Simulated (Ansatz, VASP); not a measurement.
## HgTe in VASP and in Ansatz

```
CELL_PARAMETERS angstrom
0.00000 3.33000 3.33000
3.33000 0.00000 3.33000
3.33000 3.33000 0.00000
ATOMIC_POSITIONS crystal
Hg 0.00520 0.00520 0.00520
Te 0.25000 0.25000 0.25000
```

Alike in both runs: task single point; functional HSE06; k mesh 4 × 4 × 4; occupations fermi-dirac, width 0.1 eV; no spin polarisation.

|  | VASP | Ansatz |
| --- | --- | --- |
| version | VASP 6.6.1 | Ansatz 0.2.0 development build |
| potentials or method | VASP PAW PBE potentials, release 64 (Hg, Te) | plane waves, PAW datasets (generated soft set 1) |
| plane-wave cutoff (eV) | 520 | 420 |
| valence electrons in the cell | 18 | 36 |

Ansatz gave:

| Property | Result |
| --- | --- |
| rms of the force components (eV/Å) | 0.096 |

**Question.** What did VASP give for the same quantities?

**Answer.** rms of the force components (eV/Å): 0.098.

Atom by atom the forces differ by 0.002 eV/Å (rms over components). With one functional, cell and mesh, what is left measures potentials, basis and numerics. VASP's potentials hold 18 valence electrons a cell and Ansatz's 36, so a difference there can come from the potentials and not from the codes. Ansatz's warnings: filled band counts differ across k points, stress exchange threshold loose, stress scf threshold loose.

The k mesh is coarse, so the values compare programs but aren't converged. Neither program's run includes spin-orbit coupling.
